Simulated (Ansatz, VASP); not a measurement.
**Two plane-wave programs on TaN**

File POSCAR:

```
TaN
1.0
    0.0000000000      2.2113230000      2.2113230000
    2.2113230000      0.0000000000      2.2113230000
    2.2113230000      2.2113230000      0.0000000000
Ta N
1 1
Direct
    0.5000000000      0.5000000000      0.5000000000
    0.0000000000      0.0000000000      0.0000000000
```

The input INCAR.step1:

```
PREC = Accurate
ENCUT = 660
ISMEAR = -1
SIGMA = 0.05
LREAL = F
LASPH = T
NELM = 200
LMAXMIX = 4
LDAU = T
LDAUTYPE = 2
LDAUL = 2 -1
LDAUU = 8 0
LDAUJ = 0 0
GGA = PE
ALGO = Normal
EDIFF = 1E-5
LWAVE = T
LCHARG = F
GGA_COMPAT = F
IBRION = 2
ISIF = 3
EDIFFG = -0.005
NELMIN = 4
NSW = 100
```

The input INCAR.step2:

```
PREC = Accurate
ENCUT = 660
EDIFF = 1E-7
ISMEAR = -1
SIGMA = 0.05
LREAL = F
LASPH = T
NELM = 200
ALGO = Normal
ISIF = 3
LWAVE = F
LCHARG = F
LMAXMIX = 4
LDAU = T
LDAUTYPE = 2
LDAUL = 2 -1
LDAUU = 8 0
LDAUJ = 0 0
LDAUPRINT = 1
METAGGA = R2SCAN
LMIXTAU = T
IBRION = 2
NSW = 60
EDIFFG = -0.01
ISTART = 1
GGA_COMPAT = F
NELMIN = 4
```

KPOINTS

```
regular mesh
0
Gamma
  10 10 10
```

Contents of input.yaml:

```yaml
crystal:
  lattice:
    - [0.0, 2.211323, 2.211323]
    - [2.211323, 0.0, 2.211323]
    - [2.211323, 2.211323, 0.0]
  atoms:
    - { symbol: Ta, position: [0.5, 0.5, 0.5] }
    - { symbol: "N", position: [0.0, 0.0, 0.0] }
hamiltonian:
  xc: r2scan
  pseudopotentials: { kind: paw }
  hubbard: { sites: [{ species: Ta, l: d, u_eff: 8.0 }] }
kpoints:
  mp_grid: { grid: [10, 10, 10] }
scf:
  occupations: { method: fermi_dirac, width: 0.05 }
output:
  forces: true
  stress: true
relax:
  f_tol: 0.01
  max_steps: 40
  cell: { stress_tol: 0.05 }
```

Alike in both runs: task relaxation of cell and atoms; functional r2SCAN; k mesh 10 × 10 × 10; occupations fermi-dirac, width 0.05 eV; no spin polarisation; Hubbard terms Ta d U = 8.0 eV.

|  | VASP | Ansatz |
| --- | --- | --- |
| version | VASP 6.6.1 | Ansatz 0.2.0 |
| potentials or method | VASP PAW PBE potentials, release 64 (Ta_pv, N) | Ansatz PAW |
| plane-wave cutoff (eV) | 660 | 500 |
| valence electrons in the cell | 16 | 18 |

|  | VASP | Ansatz | Ansatz less VASP |
| --- | --- | --- | --- |
| relaxed volume (Å³/atom) | 11.47 | 10.90 | -0.576 |
| relaxed cell length with the largest relative difference (Å) | 3.190 | 3.135 | -0.0543 |

VASP's potentials were made for PBE, not for r2SCAN. The programs project onto different local orbitals, so the same U acts differently, and such runs can settle in different states. VASP's potentials hold 16 valence electrons a cell and Ansatz's 18, so a difference there can come from the potentials and not from the codes.

Neither program's run includes spin-orbit coupling. Noted on Ansatz's run: the plane-wave basis is chosen anew once the cell has moved, so the energies of steps on either side of that aren't comparable.
